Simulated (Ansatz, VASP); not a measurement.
## Two plane-wave programs on ZnS

```
CELL_PARAMETERS angstrom
0.00000 2.67826 3.08000
2.67826 0.00000 3.08000
2.67826 2.67826 0.00000
ATOMIC_POSITIONS crystal
Zn 0.00000 0.00000 0.00000
S 0.75000 0.75000 0.75000
```

Change from the starting cell: strain +0.1500 x Voigt [0, 0, 1, 0, 0, 0], atoms carried along.

Alike in both runs: task single point; functional PBEsol; k mesh 10 × 10 × 10; occupations gaussian, width 0.05 eV; no spin polarisation.

```csv
,VASP,Ansatz
version,VASP 6.6.1,Ansatz 0.2.0
potentials or method,"VASP PAW PBE potentials, release 64 (Zn, S), cutoff 520 eV","scalar-relativistic, plane waves, PAW"
valence electrons in the cell,18,18
```

|  | VASP | Ansatz | Ansatz less VASP |
| --- | --- | --- | --- |
| gap on the k mesh at the Fermi level (eV) | 1.22 | 1.22 | -0.001 |
| least direct gap on the mesh (eV) | 1.22 | 1.22 | -0.001 |
| pressure (GPa) | -8.2 | -8.3 | -0.13 |
| traceless stress, the component that is largest in VASP (GPa) | -5.01 | -5.04 | -0.024 |

VASP's potentials were made for PBE, not for PBEsol.
